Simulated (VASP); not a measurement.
Here is a VASP 6.6.1 calculation.

File INCAR:

```
SYSTEM = C
PREC = Accurate ; ENCUT = 520
EDIFF = 1E-6 ; ISMEAR = 0
SIGMA = 0.05 ; LREAL = .FALSE.
LASPH = .TRUE. ; NELM = 100
ALGO = Normal ; ISIF = 2
LWAVE = .FALSE. ; LCHARG = .FALSE.
GGA = PE ; NBANDS = 11
```

The input KPOINTS:

```
Automatic mesh
0
G
  12 12 12
  0 0 0
```

The input POSCAR:

```
C
1.0
   -0.1882676870      1.6944091832      1.6944091832
    1.6944091832     -0.1882676870      1.6944091832
    1.6944091832      1.6944091832     -0.1882676870
C
2
Direct
    0.5000000000      0.5000000000      0.5000000000
    0.7500000000      0.7500000000      0.7500000000
```

Potentials or basis: VASP PAW PBE potentials, release 64 (C).

Run with:

```console
$ cat potpaw_PBE.64/C/POTCAR > POTCAR
$ mpirun -np 1 vasp_std > vasp.out
```

**Question.** Estimate the band gap on the k mesh.

**Answer.** 2.53 eV, indirect (least direct gap 3.76 eV).

**Question.** Estimate the pressure.

**Answer.** 19.0 GPa.

**Question.** What does it give for the largest force?

**Answer.** 2.396 eV/Å.

Forces in eV/Å, atoms in the order of the input:
```
C   -1.383 -1.383 -1.383
C    1.383  1.383  1.383
```

Caveat: forces of over 1 eV/Å act on the atoms, so gaps and moduli don't describe the material at rest. A k mesh can miss the band edges.
